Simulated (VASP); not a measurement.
# Hf3Au (Pm-3m) in VASP: a series of runs

Hf3Au is run at these levels: LDA; tasks: single point, relaxation of cell and atoms.

Everything below comes from runs of VASP 6.6.1. Logs are shortened: lines on timing, memory, paths and dates and some standing lists are left out, and cuts for length are marked.

### 1 The cell of the first run

Symmetry: Pm-3m, No. 221, cubic system. The conventional cell has a = 4.236 Å, b = 4.236 Å, c = 4.236 Å, α = 90.00°, β = 90.00°, γ = 90.00°. Within 3.9 Å of Hf (site symmetry 4/mmm) lie 8 Hf at 3.00 Å and 4 Au at 3.00 Å. Au (site symmetry m-3m) has 12 Hf at 3.00 Å within 3.9 Å.

### 2 Single point, LDA

INCAR reads:

```
PREC     = Accurate       # precision mode
ENCUT    = 520            # plane-wave cutoff, eV
EDIFF    = 1E-6           # SCF threshold, eV
ISMEAR   = -1             # smearing method
SIGMA    = 0.05           # smearing width, eV
LREAL    = False          # projectors in reciprocal space
LASPH    = True           # aspherical terms in the spheres
NELM     = 80             # most SCF steps
ALGO     = Normal         # electronic algorithm
ISIF     = 2              # what is computed and relaxed
LWAVE    = False          # write WAVECAR
LCHARG   = False          # write CHGCAR
GGA      = CA             # functional
NBANDS   = 28             # bands
```

KPOINTS reads:

```
regular mesh
0
Gamma
  5 5 5
```

POSCAR reads:

```
Hf3Au
1.0
    4.2356945565      0.0000000000      0.0000000000
    0.0000000000      4.2356945565      0.0000000000
    0.0000000000      0.0000000000      4.2356945565
Hf Au
3 1
Direct
    0.5000000000      0.0000000000      0.0000000000
    0.0000000000      0.5000000000      0.0000000000
    0.0000000000      0.0000000000      0.5000000000
    0.5000000000      0.5000000000      0.5000000000
```

Potentials or basis: VASP PAW LDA potentials, release 64 (Hf_pv, Au).

The run is started by

```console
> cat potpaw_LDA.64/Hf_pv/POTCAR potpaw_LDA.64/Au/POTCAR > POTCAR
> mpirun -np 1 vasp_std > vasp.out
```

OUTCAR:

```text
PREC = Accurate
   ENCUT = 520
   EDIFF = 1E-6
   ISMEAR = -1
   LREAL = False
   LASPH = True
   NELM = 80
   ISIF = 2
   GGA = CA

 ion  position               nearest neighbor table
   1  0.500  0.000  0.000-   2 3.00   3 3.00   4 3.00   3 3.00   4 3.00   2 3.00   4 3.00   4 3.00
                             2 3.00   3 3.00   3 3.00   2 3.00
   2  0.000  0.500  0.000-   1 3.00   3 3.00   4 3.00   3 3.00   4 3.00   1 3.00   3 3.00   3 3.00
                             1 3.00   4 3.00   4 3.00   1 3.00
   3  0.000  0.000  0.500-   1 3.00   2 3.00   4 3.00   1 3.00   2 3.00   2 3.00   4 3.00   2 3.00
                             1 3.00   4 3.00   1 3.00   4 3.00
   4  0.500  0.500  0.500-   1 3.00   2 3.00   3 3.00   1 3.00   2 3.00   1 3.00   3 3.00   1 3.00
                             2 3.00   3 3.00   2 3.00   3 3.00

  LATTYP: Found a simple cubic cell.
 ALAT       =     4.2356945565

  Lattice vectors:

 A1 = (   4.2356945565,   0.0000000000,   0.0000000000)
 A2 = (   0.0000000000,   4.2356945565,   0.0000000000)
 A3 = (   0.0000000000,   0.0000000000,   4.2356945565)

Analysis of symmetry for initial positions (statically):
=====================================================================
 Subroutine PRICEL returns:
 Original cell was already a primitive cell.

 Routine SETGRP: Setting up the symmetry group for a
 simple cubic supercell.

 Subroutine GETGRP returns: Found 48 space group operations
 (whereof 48 operations were pure point group operations)
 out of a pool of 48 trial point group operations.

The static configuration has the point symmetry O_h .

Analysis of symmetry for dynamics (positions and initial velocities):
=====================================================================
 Subroutine PRICEL returns:
 Original cell was already a primitive cell.

 Routine SETGRP: Setting up the symmetry group for a
 simple cubic supercell.

 Subroutine GETGRP returns: Found 48 space group operations
 (whereof 48 operations were pure point group operations)
 out of a pool of 48 trial point group operations.

The dynamic configuration has the point symmetry O_h .

 Subroutine INISYM returns: Found 48 space group operations
 (whereof 48 operations are pure point group operations),
 and found     1 'primitive' translations

----------------------------------------------------------------------------------------

                                     Primitive cell

  volume of cell :      75.9931

  direct lattice vectors                    reciprocal lattice vectors
     4.235694557  0.000000000  0.000000000     0.236088789  0.000000000  0.000000000
     0.000000000  4.235694557  0.000000000     0.000000000  0.236088789  0.000000000
     0.000000000  0.000000000  4.235694557     0.000000000  0.000000000  0.236088789

  length of vectors
     4.235694557  4.235694557  4.235694557     0.236088789  0.236088789  0.236088789

  position of ions in fractional coordinates (direct lattice)
     0.500000000  0.000000000  0.000000000
     0.000000000  0.500000000  0.000000000
     0.000000000  0.000000000  0.500000000
     0.500000000  0.500000000  0.500000000

  ion indices of the primitive-cell ions
   primitive index   ion index
                 1           1
                 2           2
                 3           3
                 4           4

----------------------------------------------------------------------------------------

 KPOINTS: regular mesh

Automatic generation of k-mesh.
 Grid dimensions read from file:
 generate k-points for:    5    5    5

 Generating k-lattice:

  Cartesian coordinates                     Fractional coordinates (reciprocal lattice)
     0.047217758  0.000000000  0.000000000     0.200000000  0.000000000  0.000000000
     0.000000000  0.047217758  0.000000000     0.000000000  0.200000000  0.000000000
     0.000000000  0.000000000  0.047217758     0.000000000  0.000000000  0.200000000

  Length of vectors
     0.047217758  0.047217758  0.047217758

  Shift w.r.t. Gamma in fractional coordinates (k-lattice)
     0.000000000  0.000000000  0.000000000

 Subroutine IBZKPT returns following result:
 ===========================================

 Found     10 irreducible k-points:

 Following reciprocal coordinates:
            Coordinates               Weight
  0.000000  0.000000  0.000000      1.000000
  0.200000  0.000000  0.000000      6.000000
  0.400000  0.000000  0.000000      6.000000
  0.200000  0.200000  0.000000     12.000000
  0.400000  0.200000  0.000000     24.000000
  0.400000  0.400000  0.000000     12.000000
  0.200000  0.200000  0.200000      8.000000
  0.400000  0.200000  0.200000     24.000000
  0.400000  0.400000  0.200000     24.000000
  0.400000  0.400000  0.400000      8.000000
   k-points           NKPTS =     10   k-points in BZ     NKDIM =     10   number of bands    NBANDS=     28
   number of dos      NEDOS =    301   number of ions     NIONS =      4
   total plane-waves  NPLWV =  32768
   dimension x,y,z NGX =    32 NGY =   32 NGZ =   32
   dimension x,y,z NGXF=    64 NGYF=   64 NGZF=   64
   ions per type =               3   1
   NGX,Y,Z   is equivalent  to a cutoff of  12.56, 12.56, 12.56 a.u.
   NGXF,Y,Z  is equivalent  to a cutoff of  25.12, 25.12, 25.12 a.u.
 SYSTEM =  unknown system
   PREC   = accura    normal or accurate (medium, high low for compatibility)
   ISTART =      0    job   : 0-new  1-cont  2-samecut
   ICHARG =      2    charge: 1-file 2-atom 10-const
   ISPIN  =      1    spin polarized calculation?
   LNONCOLLINEAR =      F non collinear calculations
   LSORBIT =      F    spin-orbit coupling
   LASPH  =      T    aspherical Exc in radial PAW
   ENCUT  =  520.0 eV  38.22 Ry    6.18 a.u.   7.88  7.88  7.88*2*pi/ulx,y,z
   NELM   =     80;   NELMIN=  2; NELMDL= -5     # of ELM steps
   EDIFF  = 0.1E-05   stopping-criterion for ELM
   LREAL  =      F    real-space projection
   EDIFFG = 0.1E-04   stopping-criterion for IOM
   NSW    =      0    number of steps for IOM
   IBRION =     -1    ionic relax: 0-MD 1-quasi-New 2-CG
   NFREE  =      0    steps in history (QN), initial steepest desc. (CG)
   ISIF   =      2    stress and relaxation
   ISYM   =      2    0-nonsym 1-usesym 2-fastsym
   POTIM  = 0.5000    time-step for ionic-motion
   TEBEG  =    0.0;   TEEND  =   0.0 temperature during run
   PSTRESS=    0.0 pullay stress
   NELECT =      41.0000    total number of electrons
   NUPDOWN=      -1.0000    fix difference up-down
   EMIN   =  10.00;   EMAX   =-10.00  energy-range for DOS
   EFERMI =   0.00;   METHOD = LEGACY
   ISMEAR =    -1;   SIGMA  =   0.05  broadening in eV -4-tet -1-fermi 0-gaus
   EFERMI_NEDOS =   21; number of points for ismear=-14 and -15
   IALGO  =     38    algorithm
   IMIX   =      4    mixing-type and parameters
     AMIX     =   0.40;   BMIX     =  1.00
     AMIX_MAG =   1.60;   BMIX_MAG =  1.00
  volume/ion in A,a.u.               =      19.00       128.21
  Fermi-wavevector in a.u.,A,eV,Ry     =   1.332738  2.518510 24.166544  1.776191
  Thomas-Fermi vector in A             =   2.461650
   LORBIT       =      0    0 simple, 1 ext, 2 COOP (PROOUT), +10 PAW based schemes
   GGA     = CA    functional components
   LHFCALC =     F    Hartree Fock is set to
   AEXX    =    0.0000 exact exchange contribution
   IVDW    =     0    specifies the selected vdW correction
   LEPSILON=     F    determine dielectric tensor
   LRPA    =     F    only Hartree local field effects (RPA)
 non-spin polarized calculation
  energy-cutoff  :      520.00
  volume of cell :       75.99
 maximum number of plane-waves:      2103
 NGX is ok and might be reduce to    32
   NGX = 15   NGY = 15   NGZ = 15

 number of electron      40.9999993 magnetization

 Free energy of the ion-electron system (eV)
  ---------------------------------------------------
  ext. energy  EPLUGINS =         0.00000000
  ---------------------------------------------------
  free energy    TOTEN  =       -37.53881318 eV

  energy without entropy =      -37.49255959  energy(sigma->0) =      -37.51568638

 E-fermi :   6.4183     XC(G=0): -12.2820

 val. band max:        6.3423256194   @ k =   0.4000   0.4000   0.2000
 cond. band min:       6.4505959316   @ k =   0.4000   0.2000   0.2000
 fundamental gap:      0.1082703122
 Fermi energy:         6.4183081609

 k-point     1 :       0.0000    0.0000    0.0000
  band No.  band energies     occupation
      1     -24.0452      2.00000
      2     -24.0452      2.00000
      3     -24.0452      2.00000
      4     -23.4951      2.00000
      5     -23.4951      2.00000
      6     -23.4951      2.00000
[... 20 lines left out ...]
     27      10.8498      0.00000
     28      12.3580      0.00000

 k-point     2 :       0.2000    0.0000    0.0000
  band No.  band energies     occupation
      1     -23.9978      2.00000
      2     -23.9978      2.00000
      3     -23.9730      2.00000
      4     -23.5143      2.00000
      5     -23.5143      2.00000
      6     -23.5037      2.00000
[... 20 lines left out ...]
     27      11.2344      0.00000
     28      11.2344      0.00000

 k-point     3 :       0.4000    0.0000    0.0000
  band No.  band energies     occupation
      1     -23.8978      2.00000
      2     -23.8978      2.00000
      3     -23.7797      2.00000
      4     -23.5691      2.00000
      5     -23.5691      2.00000
      6     -23.5174      2.00000
[... 20 lines left out ...]
     27      10.1037      0.00000
     28      10.1043      0.00000

 k-point     4 :       0.2000    0.2000    0.0000
  band No.  band energies     occupation
      1     -24.0294      2.00000
      2     -23.9485      2.00000
      3     -23.8496      2.00000
      4     -23.6127      2.00000
      5     -23.5270      2.00000
      6     -23.4343      2.00000
[... 144 lines left out ...]
     27      10.5593      0.00000
     28      10.7831      0.00000

 k-point     9 :       0.4000    0.4000    0.2000
  band No.  band energies     occupation
      1     -24.1138      2.00000
      2     -23.9608      2.00000
      3     -23.8218      2.00000
      4     -23.8025      2.00000
      5     -23.4557      2.00000
      6     -23.3803      2.00000
[... 20 lines left out ...]
     27      10.3705      0.00000
     28      10.7199      0.00000

 k-point    10 :       0.4000    0.4000    0.4000
  band No.  band energies     occupation
      1     -24.2593      2.00000
      2     -23.9633      2.00000
      3     -23.9553      2.00000
      4     -23.9553      2.00000
      5     -23.2466      2.00000
      6     -23.2466      2.00000
[... 20 lines left out ...]
     27      10.4668      0.00000
     28      10.8932      0.00000

------------------------ aborting loop because EDIFF is reached ----------------------------------------

  FORCE on cell =-STRESS in cart. coord.  units (eV):
  Direction    XX          YY          ZZ          XY          YZ          ZX
  --------------------------------------------------------------------------------------
  -------------------------------------------------------------------------------------
  Total       -0.0552028     -0.0552028     -0.0552028     -0.0000000     -0.0000000      0.0000000
  in kB       -1.1638519     -1.1638519     -1.1638519     -0.0000000     -0.0000000      0.0000000
  external PRESSURE =      -1.1638519 kB  Pullay stress =       0.0000000 kB

 VOLUME and BASIS-vectors are now :
 -----------------------------------------------------------------------------
  energy-cutoff  :      520.00
  volume of cell :       75.99
      direct lattice vectors                 reciprocal lattice vectors
     4.235694557  0.000000000  0.000000000     0.236088789  0.000000000  0.000000000
     0.000000000  4.235694557  0.000000000     0.000000000  0.236088789  0.000000000
     0.000000000  0.000000000  4.235694557     0.000000000  0.000000000  0.236088789

 POSITION                                       TOTAL-FORCE (eV/Angst)
 -----------------------------------------------------------------------------------
      2.11785      0.00000      0.00000         0.000000      0.000000      0.000000
      0.00000      2.11785      0.00000         0.000000      0.000000      0.000000
      0.00000      0.00000      2.11785         0.000000      0.000000      0.000000
      2.11785      2.11785      2.11785         0.000000      0.000000      0.000000
 -----------------------------------------------------------------------------------
    total drift:                                0.000000      0.000000     -0.000000

  FREE ENERGIE OF THE ION-ELECTRON SYSTEM (eV)
  ---------------------------------------------------
  free  energy   TOTEN  =       -37.5388131764 eV

  energy  without entropy=      -37.4925595852  energy(sigma->0) =      -37.51568638
```

It took 7.2 s on 1 thread of Intel Xeon 6975P-C (Granite Rapids), shared host; peak memory 0.15 GiB.

Results:

| Quantity | Value |
| --- | --- |
| Free energy | -37.5388 eV |
| Pressure | -0.1 GPa |

Caveat: spin-orbit coupling is left out, which moves the levels of the heavy elements.

[end of part 1 of 2]
